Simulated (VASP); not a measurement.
# HfMoC2: single point with PBE

Crystal: HfMoC2.

```
Hf Mo C
1.0
     2.99229    0.00000    0.00000
     0.00000    3.08727    0.00000
     0.00000    0.00000    7.12385
Hf Mo C
1 1 2
Direct
  0.50000 0.50000 0.00000
  0.00000 0.50000 0.50000
  0.50000 0.50000 0.30485
  0.50000 0.50000 0.69515
```

```yaml
Program: VASP 6.6.1
Task: single point
Functional: PBE
Potentials_or_basis: VASP PAW PBE potentials, release 64 (Hf_pv, Mo_sv, C)
Cutoff: 520 eV
k_mesh: 16 × 16 × 8
Occupations: gaussian, width 0.1 eV
Spin: no spin polarisation
Dipole_correction: no
k_mesh_for_the_DOS: 24 × 24 × 12
Occupations_for_the_DOS: tetrahedron
Further_INCAR_settings: ALGO = Normal; EDIFF = 1e-06; NBANDS = 24
```

```
Valence electrons inside the program's atomic spheres : Hf 8.38; Mo 12.51; C 2.34
```

Levels at points of the mesh, in eV from the Fermi level:
```tsv
k point	band 13	band 14	band 15	band 16	band 17	band 18	band 19	band 20
(0.00, 0.00, 0.00)	-2.65	-1.18	-0.75	0.19	0.34	1.15	1.28	1.70
(0.50, 0.00, 0.00)	-1.83	-1.67	-1.61	-0.84	1.07	1.28	2.42	2.83
(0.00, 0.50, 0.00)	-3.27	-1.19	0.28	0.40	0.48	0.86	1.67	2.12
(0.50, 0.50, 0.00)	-2.06	-1.92	-1.67	-1.08	-0.90	2.15	2.52	3.38
(0.00, 0.00, 0.50)	-2.64	-1.36	-1.00	-0.73	0.49	0.66	1.69	1.70
(0.50, 0.00, 0.50)	-1.83	-1.74	-0.84	-0.82	1.06	1.25	2.02	2.86
(0.00, 0.50, 0.50)	-3.20	-1.55	-0.84	0.40	1.07	1.26	1.38	1.65
(0.50, 0.50, 0.50)	-1.83	-1.03	-1.02	-0.63	-0.08	0.20	1.66	2.54
```

Wall time 31 min on 1 thread of Intel Xeon 8259CL, with other jobs on the host, peak memory 1.8 GiB.

Caveat: spin-orbit coupling is left out, which moves the levels of the heavy elements.
